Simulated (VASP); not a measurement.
# Os (Fd-3m) in VASP: further runs

The runs below take Os through single point, relaxation of cell and atoms, with LDA.

All numbers are computed with VASP 6.6.1; they aren't measurements. Logs are shortened: lines on timing, memory, paths and dates and some standing lists are left out, and cuts for length are marked.

## (1) The cell of the first run

The structure is cubic, space group Fd-3m (No. 227). The conventional cell has a = 5.471 Å, b = 5.471 Å, c = 5.471 Å, α = 90.00°, β = 90.00°, γ = 90.00°. Within 3.1 Å of Os (site symmetry -43m) lie 4 Os at 2.37 Å.

This isn't the form of Os at room conditions, which is hcp.

## (2) Single point, LDA

INCAR reads:

```
SYSTEM = Os
  PREC = Accurate
  ENCUT = 600
  EDIFF = 1E-6
  ISMEAR = 0
  SIGMA = 0.1
  LREAL = .FALSE.
  LASPH = .TRUE.
  NELM = 120
  ALGO = Normal
  ISIF = 2
  LWAVE = .FALSE.
  LCHARG = .FALSE.
  NBANDS = 15
  GGA_COMPAT = .FALSE.
```

KPOINTS reads:

```
Automatic mesh
0
G
  7 7 7
  0 0 0
```

POSCAR reads:

```
Os
1.0
    0.0000000000      2.7356171344      2.7356171344
    2.7356171344      0.0000000000      2.7356171344
    2.7356171344      2.7356171344      0.0000000000
Os
2
Direct
    1.0000000000      1.0000000000      1.0000000000
    0.2500000000      0.2500000000      0.2500000000
```

Potentials or basis: VASP PAW LDA potentials, release 64 (Os).

The run is started by

```
$ cat potpaw_LDA.64/Os/POTCAR > POTCAR
$ mpirun -np 1 vasp_std > vasp.out
```

OUTCAR:

```text
SYSTEM = Os
   PREC = Accurate
   ENCUT = 600
   EDIFF = 1E-6
   ISMEAR = 0
   LREAL = .FALSE.
   LASPH = .TRUE.
   NELM = 120
   ISIF = 2

 ion  position               nearest neighbor table
   1  0.000  0.000  0.000-   2 2.37   2 2.37   2 2.37   2 2.37
   2  0.250  0.250  0.250-   1 2.37   1 2.37   1 2.37   1 2.37

  LATTYP: Found a face centered cubic cell.
 ALAT       =     5.4712342688

  Lattice vectors:

 A1 = (   0.0000000000,   2.7356171344,   2.7356171344)
 A2 = (   2.7356171344,   0.0000000000,   2.7356171344)
 A3 = (   2.7356171344,   2.7356171344,   0.0000000000)

Analysis of symmetry for initial positions (statically):
=====================================================================
 Subroutine PRICEL returns:
 Original cell was already a primitive cell.

 Routine SETGRP: Setting up the symmetry group for a
 face centered cubic supercell.

 Subroutine GETGRP returns: Found 48 space group operations
 (whereof 24 operations were pure point group operations)
 out of a pool of 48 trial point group operations.

The static configuration has the point symmetry T_d .
 The point group associated with its full space group is O_h .

Analysis of symmetry for dynamics (positions and initial velocities):
=====================================================================
 Subroutine PRICEL returns:
 Original cell was already a primitive cell.

 Routine SETGRP: Setting up the symmetry group for a
 face centered cubic supercell.

 Subroutine GETGRP returns: Found 48 space group operations
 (whereof 24 operations were pure point group operations)
 out of a pool of 48 trial point group operations.

The dynamic configuration has the point symmetry T_d .
 The point group associated with its full space group is O_h .

 Subroutine INISYM returns: Found 48 space group operations
 (whereof 24 operations are pure point group operations),
 and found     1 'primitive' translations

----------------------------------------------------------------------------------------

                                     Primitive cell

  volume of cell :      40.9445

  direct lattice vectors                    reciprocal lattice vectors
     0.000000000  2.735617134  2.735617134    -0.182774115  0.182774115  0.182774115
     2.735617134  0.000000000  2.735617134     0.182774115 -0.182774115  0.182774115
     2.735617134  2.735617134  0.000000000     0.182774115  0.182774115 -0.182774115

  length of vectors
     3.868746853  3.868746853  3.868746853     0.316574053  0.316574053  0.316574053

  position of ions in fractional coordinates (direct lattice)
     0.000000000  0.000000000  0.000000000
     0.250000000  0.250000000  0.250000000

  ion indices of the primitive-cell ions
   primitive index   ion index
                 1           1
                 2           2

----------------------------------------------------------------------------------------

 KPOINTS: Automatic mesh

Automatic generation of k-mesh.
 Grid dimensions read from file:
 generate k-points for:    7    7    7

 Generating k-lattice:

  Cartesian coordinates                     Fractional coordinates (reciprocal lattice)
    -0.026110588  0.026110588  0.026110588     0.142857143  0.000000000  0.000000000
     0.026110588 -0.026110588  0.026110588     0.000000000  0.142857143  0.000000000
     0.026110588  0.026110588 -0.026110588     0.000000000  0.000000000  0.142857143

  Length of vectors
     0.045224865  0.045224865  0.045224865

  Shift w.r.t. Gamma in fractional coordinates (k-lattice)
     0.000000000  0.000000000  0.000000000

 Subroutine IBZKPT returns following result:
 ===========================================

 Found     20 irreducible k-points:

 Following reciprocal coordinates:
            Coordinates               Weight
  0.000000  0.000000  0.000000      1.000000
  0.142857  0.000000  0.000000      8.000000
  0.285714  0.000000  0.000000      8.000000
  0.428571  0.000000  0.000000      8.000000
  0.142857  0.142857  0.000000      6.000000
  0.285714  0.142857  0.000000     24.000000
[... 12 lines left out ...]
 -0.428571  0.428571  0.142857     24.000000
 -0.285714  0.428571  0.142857     24.000000
   k-points           NKPTS =     20   k-points in BZ     NKDIM =     20   number of bands    NBANDS=     15
   number of dos      NEDOS =    301   number of ions     NIONS =      2
   total plane-waves  NPLWV =  32768
   dimension x,y,z NGX =    32 NGY =   32 NGZ =   32
   dimension x,y,z NGXF=    64 NGYF=   64 NGZF=   64
   ions per type =               2
   NGX,Y,Z   is equivalent  to a cutoff of  13.75, 13.75, 13.75 a.u.
   NGXF,Y,Z  is equivalent  to a cutoff of  27.50, 27.50, 27.50 a.u.
 SYSTEM =  Os
   PREC   = accura    normal or accurate (medium, high low for compatibility)
   ISTART =      0    job   : 0-new  1-cont  2-samecut
   ICHARG =      2    charge: 1-file 2-atom 10-const
   ISPIN  =      1    spin polarized calculation?
   LNONCOLLINEAR =      F non collinear calculations
   LSORBIT =      F    spin-orbit coupling
   LASPH  =      T    aspherical Exc in radial PAW
   ENCUT  =  600.0 eV  44.10 Ry    6.64 a.u.   7.73  7.73  7.73*2*pi/ulx,y,z
   NELM   =    120;   NELMIN=  2; NELMDL= -5     # of ELM steps
   EDIFF  = 0.1E-05   stopping-criterion for ELM
   LREAL  =      F    real-space projection
   EDIFFG = 0.1E-04   stopping-criterion for IOM
   NSW    =      0    number of steps for IOM
   IBRION =     -1    ionic relax: 0-MD 1-quasi-New 2-CG
   NFREE  =      0    steps in history (QN), initial steepest desc. (CG)
   ISIF   =      2    stress and relaxation
   ISYM   =      2    0-nonsym 1-usesym 2-fastsym
   POTIM  = 0.5000    time-step for ionic-motion
   TEBEG  =    0.0;   TEEND  =   0.0 temperature during run
   PSTRESS=    0.0 pullay stress
   NELECT =      16.0000    total number of electrons
   NUPDOWN=      -1.0000    fix difference up-down
   EMIN   =  10.00;   EMAX   =-10.00  energy-range for DOS
   EFERMI =   0.00;   METHOD = LEGACY
   ISMEAR =     0;   SIGMA  =   0.10  broadening in eV -4-tet -1-fermi 0-gaus
   EFERMI_NEDOS =   21; number of points for ismear=-14 and -15
   IALGO  =     38    algorithm
   IMIX   =      4    mixing-type and parameters
     AMIX     =   0.40;   BMIX     =  1.00
     AMIX_MAG =   1.60;   BMIX_MAG =  1.00
  volume/ion in A,a.u.               =      20.47       138.15
  Fermi-wavevector in a.u.,A,eV,Ry     =   1.196877  2.261770 19.490543  1.432514
  Thomas-Fermi vector in A             =   2.332806
   LORBIT       =      0    0 simple, 1 ext, 2 COOP (PROOUT), +10 PAW based schemes
   GGA     = CA    functional components
   LHFCALC =     F    Hartree Fock is set to
   AEXX    =    0.0000 exact exchange contribution
   IVDW    =     0    specifies the selected vdW correction
   LEPSILON=     F    determine dielectric tensor
   LRPA    =     F    only Hartree local field effects (RPA)
 non-spin polarized calculation
 Gauss-broadening in eV      SIGMA  =   0.10
  energy-cutoff  :      600.00
  volume of cell :       40.94
 maximum number of plane-waves:      1383
   NGX = 15   NGY = 15   NGZ = 15

 number of electron      16.0000001 magnetization

 Free energy of the ion-electron system (eV)
  ---------------------------------------------------
  ext. energy  EPLUGINS =         0.00000000
  ---------------------------------------------------
  free energy    TOTEN  =       -22.42265392 eV

  energy without entropy =      -22.41588889  energy(sigma->0) =      -22.41927141

 E-fermi :   4.6204     XC(G=0): -11.6748

 val. band max:        4.5338662428   @ k =  -0.1429   0.1429   0.0000
 cond. band min:       4.6636399102   @ k =   0.2857   0.1429   0.0000
 fundamental gap:      0.1297736674
 Fermi energy:         4.6204252276

 k-point     1 :       0.0000    0.0000    0.0000
  band No.  band energies     occupation
      1      -3.0982      2.00000
      2       0.2672      2.00000
      3       0.2672      2.00000
      4       0.9845      2.00000
      5       0.9845      2.00000
      6       0.9845      2.00000
      7       4.0932      2.00000
      8       4.0932      2.00000
      9       4.0932      2.00000
     10       7.3945      0.00000
     11       7.3945      0.00000
     12      16.0946      0.00000
     13      16.3266      0.00000
     14      17.6804      0.00000
     15      17.6804      0.00000

 k-point     2 :       0.1429    0.0000    0.0000
  band No.  band energies     occupation
      1      -2.7137      2.00000
      2       0.1101      2.00000
      3       0.1101      2.00000
      4       0.9319      2.00000
      5       1.2795      2.00000
      6       1.2795      2.00000
      7       3.6817      2.00000
      8       4.0555      2.00000
      9       4.0555      2.00000
     10       7.3505      0.00000
     11       7.3505      0.00000
     12      14.8110      0.00000
     13      15.7833      0.00000
     14      17.5005      0.00000
     15      17.5005      0.00000

 k-point     3 :       0.2857    0.0000    0.0000
  band No.  band energies     occupation
      1      -1.7239      2.00000
      2       0.0975      2.00000
      3       0.0975      2.00000
      4       0.8115      2.00000
      5       1.3960      2.00000
      6       1.3960      2.00000
      7       2.9991      2.00000
      8       4.2989      1.99999
      9       4.2989      1.99999
     10       7.1429      0.00000
     11       7.1429      0.00000
     12      11.1697      0.00000
     13      14.9333      0.00000
     14      16.0167      0.00000
     15      16.0167      0.00000
[... 271 lines left out ...]
 k-point    19 :      -0.4286    0.4286    0.1429
  band No.  band energies     occupation
      1      -0.6165      2.00000
      2      -0.3243      2.00000
      3       0.6465      2.00000
      4       0.8657      2.00000
      5       1.8039      2.00000
      6       2.2741      2.00000
      7       2.4821      2.00000
      8       3.8676      2.00000
      9       6.5268      0.00000
     10       6.7166      0.00000
     11       7.7134      0.00000
     12       8.6239      0.00000
     13       9.2166      0.00000
     14       9.7625      0.00000
     15      17.0319      0.00000

 k-point    20 :      -0.2857    0.4286    0.1429
  band No.  band energies     occupation
      1      -0.6376      2.00000
      2      -0.3785      2.00000
      3       0.7639      2.00000
      4       0.7793      2.00000
      5       1.8476      2.00000
      6       2.7656      2.00000
      7       2.8618      2.00000
      8       3.1351      2.00000
      9       6.7509      0.00000
     10       7.2316      0.00000
     11       7.4155      0.00000
     12       7.7064      0.00000
     13       8.7086      0.00000
     14      10.0595      0.00000
     15      17.6741      0.00000

------------------------ aborting loop because EDIFF is reached ----------------------------------------

  FORCE on cell =-STRESS in cart. coord.  units (eV):
  Direction    XX          YY          ZZ          XY          YZ          ZX
  --------------------------------------------------------------------------------------
  -------------------------------------------------------------------------------------
  Total       -0.3455408     -0.3455408     -0.3455408      0.0000000     -0.0000000     -0.0000000
  in kB      -13.5211591    -13.5211591    -13.5211591      0.0000000     -0.0000000     -0.0000000
  external PRESSURE =     -13.5211591 kB  Pullay stress =       0.0000000 kB

 VOLUME and BASIS-vectors are now :
 -----------------------------------------------------------------------------
  energy-cutoff  :      600.00
  volume of cell :       40.94
      direct lattice vectors                 reciprocal lattice vectors
     0.000000000  2.735617134  2.735617134    -0.182774115  0.182774115  0.182774115
     2.735617134  0.000000000  2.735617134     0.182774115 -0.182774115  0.182774115
     2.735617134  2.735617134  0.000000000     0.182774115  0.182774115 -0.182774115

 POSITION                                       TOTAL-FORCE (eV/Angst)
 -----------------------------------------------------------------------------------
      0.00000      0.00000      0.00000        -0.000000      0.000000     -0.000000
      1.36781      1.36781      1.36781         0.000000     -0.000000      0.000000
 -----------------------------------------------------------------------------------
    total drift:                               -0.000000      0.000000      0.000000

  FREE ENERGIE OF THE ION-ELECTRON SYSTEM (eV)
  ---------------------------------------------------
  free  energy   TOTEN  =       -22.4226539187 eV

  energy  without entropy=      -22.4158888944  energy(sigma->0) =      -22.41927141
```

Wall time 12 s (1 thread of Intel Xeon Platinum 8488C (Sapphire Rapids), shared host); peak memory 0.15 GiB.

Results:

- Free energy: -22.4227 eV
- Pressure: -1.4 GPa
- Band gap on the k mesh: zero (bands 8 and 9 overlap by 1.06 eV)

Caveat: spin-orbit coupling is left out, which moves the levels of the heavy elements.

(Continued in part 2 of 2.)
